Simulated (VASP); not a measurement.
# Se in VASP: settings compared, part 2 of 3

VASP 6.6.1.

## 3. Single point, BLYP+D3(BJ) (the cell strained at random)

The input, INCAR:

```
SYSTEM = Se
  AGGAC = 1.0
  AGGAX = 1.0
  ALDAC = 0.0
  ALDAX = 1.0
  ALGO = Normal
  EDIFF = 1E-6
  ENCUT = 520
  GGA = B5
  ISIF = 2
  ISMEAR = -5
  IVDW = 12
  LASPH = .TRUE.
  LCHARG = .FALSE.
  LREAL = .FALSE.
  LWAVE = .FALSE.
  NBANDS = 9
  NELM = 100
  PREC = Accurate
  SIGMA = 0.05
  VDW_A1 = 0.4298
  VDW_A2 = 4.2359
  VDW_S6 = 1.0
  VDW_S8 = 2.6996
```

The input, KPOINTS:

```
k-points
0
G
  9 9 9
  0 0 0
```

The input, POSCAR:

```
Se
1.0
    2.7895160000      0.0450880000     -0.0033490000
    0.0450880000      2.7997670000      0.0051240000
   -0.0033490000      0.0051240000      2.8434420000
Se
1
Direct
    0.0452770000      0.0008780000     -0.0072040000
```

Potentials or basis: VASP PAW PBE potentials, release 64 (Se).

Started as:

```console
$ cat potpaw_PBE.64/Se/POTCAR > POTCAR
$ mpirun -np 1 vasp_std > vasp.out
```

OUTCAR:

```text
SYSTEM = Se
   EDIFF = 1E-6
   ENCUT = 520
   GGA = B5
   ISIF = 2
   ISMEAR = -5
   IVDW = 12
   LASPH = .TRUE.
   LREAL = .FALSE.
   NELM = 100
   PREC = Accurate
 IVDW          = 12

 ion  position               nearest neighbor table
   1  0.045  0.001  0.993-

  LATTYP: Found a triclinic cell.
 ALAT       =     3.8884718376
 B/A-ratio  =     0.7174752679
 C/A-ratio  =     0.7312509150
 COS(alpha) =     0.0023489236
 COS(beta)  =     0.0042868739
 COS(gamma) =     0.6942466887

  Lattice vectors:

 A1 = (  -2.7444280000,   2.7546790000,   0.0084730000)
 A2 = (  -2.7895160000,  -0.0450880000,   0.0033490000)
 A3 = (  -0.0033490000,   0.0051240000,   2.8434420000)

Analysis of symmetry for initial positions (statically):
=====================================================================
 Subroutine PRICEL returns:
 Original cell was already a primitive cell.

 Routine SETGRP: Setting up the symmetry group for a
 triclinic supercell.

 Subroutine GETGRP returns: Found  2 space group operations
 (whereof  1 operations were pure point group operations)
 out of a pool of  2 trial point group operations.

The static configuration has the point symmetry C_1 .
 The point group associated with its full space group is S_2 .

Analysis of symmetry for dynamics (positions and initial velocities):
=====================================================================
 Subroutine PRICEL returns:
 Original cell was already a primitive cell.

 Routine SETGRP: Setting up the symmetry group for a
 triclinic supercell.

 Subroutine GETGRP returns: Found  2 space group operations
 (whereof  1 operations were pure point group operations)
 out of a pool of  2 trial point group operations.

The dynamic configuration has the point symmetry C_1 .
 The point group associated with its full space group is S_2 .

 Subroutine INISYM returns: Found  2 space group operations
 (whereof  1 operations are pure point group operations),
 and found     1 'primitive' translations
[... 118 lines left out ...]
  Thomas-Fermi vector in A             =   2.193747
   LORBIT       =      0    0 simple, 1 ext, 2 COOP (PROOUT), +10 PAW based schemes
   GGA     = B5    functional components
   LHFCALC =     F    Hartree Fock is set to
   AEXX    =    0.0000 exact exchange contribution
   IVDW    =    12    specifies the selected vdW correction
   LEPSILON=     F    determine dielectric tensor
   LRPA    =     F    only Hartree local field effects (RPA)
 non-spin polarized calculation
 Fermi weights with tetrahedron method with Bloechl corrections
  energy-cutoff  :      520.00
  volume of cell :       22.20
 maximum number of plane-waves:       610
 NGX is ok and might be reduce to    24
   NGX = 11   NGY = 11   NGZ = 11

 number of electron       6.0000001 magnetization

 Free energy of the ion-electron system (eV)
  ---------------------------------------------------
  ext. energy  EPLUGINS =         0.00000000
  ---------------------------------------------------
  free energy    TOTEN  =        -2.69775829 eV

  energy without entropy =       -2.69775829  energy(sigma->0) =       -2.69775829

 E-fermi :   5.3407     XC(G=0):  -9.3537

 val. band max:        5.3437840826   @ k =  -0.2222  -0.3333   0.4444
 cond. band min:       4.8861146484   @ k =  -0.4444  -0.2222   0.2222
 fundamental gap:     -0.4576694342
 Fermi energy:         5.3407261191

 k-point     1 :       0.0000    0.0000    0.0000
  band No.  band energies     occupation
      1     -10.8560      2.00000
      2       6.4163     -0.90616
      3       6.7599     -0.00169
      4       6.9564      0.00000
      5      13.0583      0.00000
      6      13.3430      0.00000
      7      13.7716      0.00000
      8      27.4627      0.00000
      9      27.6523      0.00000
[... 265 lines left out ...]
 k-point    24 :      -0.0000    0.3333    0.0000
  band No.  band energies     occupation
      1      -9.4433      2.00000
      2       0.0175      2.00000
      3       7.4501      0.00000
      4       7.9062      0.00000
      5      14.5761      0.00000
      6      15.4263      0.00000
      7      20.0313      0.00000
      8      20.1145      0.00000
      9      20.8979      0.00000

 [... further k-points ...]

------------------------ aborting loop because EDIFF is reached ----------------------------------------

 Edisp (eV)   -0.88101

 E8    (eV) :    -0.6319

  FORCE on cell =-STRESS in cart. coord.  units (eV):
  Direction    XX          YY          ZZ          XY          YZ          ZX
  --------------------------------------------------------------------------------------
  -------------------------------------------------------------------------------------
  Total      -0.14578     0.10481     0.41618    -0.05896    -0.02025    -0.01973
  in kB     -10.52045     7.56382    30.03417    -4.25476    -1.46168    -1.42362
  external pressure =        9.03 kB  Pullay stress =        0.00 kB

 VOLUME and BASIS-vectors are now :
 -----------------------------------------------------------------------------
  energy-cutoff  :      520.00
  volume of cell :       22.20
      direct lattice vectors                 reciprocal lattice vectors
     2.789516000  0.045088000 -0.003349000     0.358578998 -0.005775419  0.000432741
     0.045088000  2.799767000  0.005124000    -0.005775419  0.357266778 -0.000650612
    -0.003349000  0.005124000  2.843442000     0.000432741 -0.000650612  0.351688124

 POSITION                                       TOTAL-FORCE (eV/Angst)
 -----------------------------------------------------------------------------------
      0.12302      0.00959      2.82281        -0.000000      0.000000      0.000000
 -----------------------------------------------------------------------------------
    total drift:                               -0.000000     -0.000000      0.000000

  FREE ENERGIE OF THE ION-ELECTRON SYSTEM (eV)
  ---------------------------------------------------
  free  energy   TOTEN  =        -3.5787666712 eV

  energy  without entropy=       -3.5787666712  energy(sigma->0) =       -3.57876667
```

OSZICAR:

```text
N       E                     dE             d eps       ncg     rms          rms(c)
DAV:   1     0.110651228535E+02    0.11065E+02   -0.28382E+03  6586   0.565E+02
DAV:   2    -0.236599889453E+01   -0.13431E+02   -0.13075E+02  8793   0.789E+01
DAV:   3    -0.269337251937E+01   -0.32737E+00   -0.32527E+00  7918   0.119E+01
DAV:   4    -0.269407328079E+01   -0.70076E-03   -0.70635E-03  9245   0.620E-01
DAV:   5    -0.269407392010E+01   -0.63930E-06   -0.64934E-06  7902   0.156E-02    0.361E+00
DAV:   6    -0.269554440803E+01   -0.14705E-02   -0.28166E-03  7356   0.301E-01    0.219E+00
DAV:   7    -0.269782176798E+01   -0.22774E-02   -0.56999E-03  6969   0.450E-01    0.570E-02
DAV:   8    -0.269775730644E+01    0.64462E-04   -0.16444E-04  7286   0.848E-02    0.143E-02
DAV:   9    -0.269775828953E+01   -0.98309E-06   -0.47741E-06  8172   0.177E-02
   1 F= -.35787667E+01 E0= -.35787667E+01  d E =0.000000E+00
```

stdout:

```text
POSCAR found type information on POSCAR Se
 POSCAR found :  1 types and       1 ions
 scaLAPACK will be used
 -----------------------------------------------------------------------------
|                                                                             |
[... 23 lines left out ...]
|     occupations, so forces and stress will be inaccurate. We suggest        |
|     using a different smearing scheme ISMEAR = 1 or 2 for metals in         |
|     relaxations.                                                            |
|                                                                             |
 -----------------------------------------------------------------------------
```

Wall time 60 s (1 thread of Intel Xeon 8259CL, shared host); peak memory 0.2 GiB.

Results:

```
Free energy                : -3.5788 eV
Pressure                   : 0.9 GPa
Band gap on the k mesh     : zero (band 3 reaches 8.03 eV, above the bottom of band 4 at 2.20 eV)
Dispersion energy per atom : -0.881 eV
```

Stress tensor (GPa, compression positive):
```
-1.05 -0.43 -0.14
-0.43  0.76 -0.15
-0.14 -0.15  3.00
```

Levels at points of the mesh, in eV from the Fermi level:
| k point | band 1 | band 2 | band 3 | band 4 | band 5 | band 6 |
| --- | --- | --- | --- | --- | --- | --- |
| (0.00, 0.00, 0.00) | -16.20 | 1.08 | 1.42 | 1.62 | 7.72 | 8.00 |

Caveat: the cell differs from its parent crystal (the cell strained at random); the PAW data sets were made with another functional, which shifts forces and pressure a little; pairwise dispersion overbinds metals, which lowers pressure and volume; tetrahedron occupations give inexact forces and stress in metals.

## 4. Single point, PBE (the cell strained at random)

The input, INCAR:

```
SYSTEM = Se
PREC = Accurate ; ENCUT = 520
EDIFF = 1E-6 ; ISMEAR = 0
SIGMA = 0.1 ; LREAL = .False.
LASPH = .True. ; NELM = 60
ALGO = Normal ; ISIF = 2
LWAVE = .False. ; LCHARG = .False.
GGA = PE ; NBANDS = 9
```

The input, KPOINTS:

```
Automatic mesh
0
Gamma
  9 9 9
  0 0 0
```

POSCAR is that of step 3.

Started as:

```console
$ cat potpaw_PBE.64/Se/POTCAR > POTCAR
$ mpirun -np 1 vasp_std > vasp.out
```

It took 56 s on 1 thread of Intel Xeon 8259CL, shared host; peak memory 0.19 GiB.

Results (log left out):

```
Free energy            : -3.3288 eV
Pressure               : 2.0 GPa
Band gap on the k mesh : zero (band 3 reaches 7.70 eV, above the bottom of band 4 at 1.77 eV)
```

Stress tensor (GPa, compression positive):
```
 1.98 -0.04  0.00
-0.04  2.41  0.00
 0.00  0.00  1.74
```

Levels at points of the mesh, in eV from the Fermi level:
```tsv
k point	band 1	band 2	band 3	band 4	band 5	band 6	band 7	band 8
(0.00, 0.00, 0.00)	-16.22	1.10	1.46	1.65	7.48	7.81	8.10	22.10
```

Caveat: the cell differs from its parent crystal (the cell strained at random).

(Continued in part 3 of 3.)
